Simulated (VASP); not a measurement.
A run of VASP 6.6.1 is set up as follows.

The input INCAR:

```
SYSTEM = RbCl
PREC     = Accurate       ! precision mode
ENCUT    = 500            ! plane-wave cutoff, eV
EDIFF    = 1E-6           ! SCF threshold, eV
ISMEAR   = -1             ! smearing method
SIGMA    = 0.02           ! smearing width, eV
LREAL    = .False.        ! projectors in reciprocal space
LASPH    = .True.         ! aspherical terms in the spheres
NELM     = 120            ! most SCF steps
ALGO     = Normal         ! electronic algorithm
ISIF     = 2              ! what is computed and relaxed
LWAVE    = .False.        ! write WAVECAR
LCHARG   = .False.        ! write CHGCAR
GGA      = PS             ! functional
NBANDS   = 15             ! bands
GGA_COMPAT= .False.
```

KPOINTS

```
Automatic mesh
0
Gamma
  7 7 7
  0 0 0
```

POSCAR

```
RbCl
1.0
    0.0000000000      3.3382123806      3.3382123806
    3.3382123806      0.0000000000      3.3382123806
    3.3382123806      3.3382123806      0.0000000000
Rb Cl
1 1
Direct
    0.0000000000      0.0000000000      0.0000000000
    0.5000000000      0.5000000000      0.5000000000
```

Potentials or basis: VASP PAW PBE potentials, release 64 (Rb_sv, Cl).

The run is started by

```console
$ cat potpaw_PBE.64/Rb_sv/POTCAR potpaw_PBE.64/Cl/POTCAR > POTCAR
$ mpirun -np 1 vasp_std > vasp.out
```

Task: Estimate the band gap on the k mesh.

Result: 4.72 eV, direct.

Task: Predict the pressure.

Result: -0.9 GPa.

Caveat: the PAW data sets were made with another functional, which shifts forces and pressure a little. A k mesh can miss the band edges.
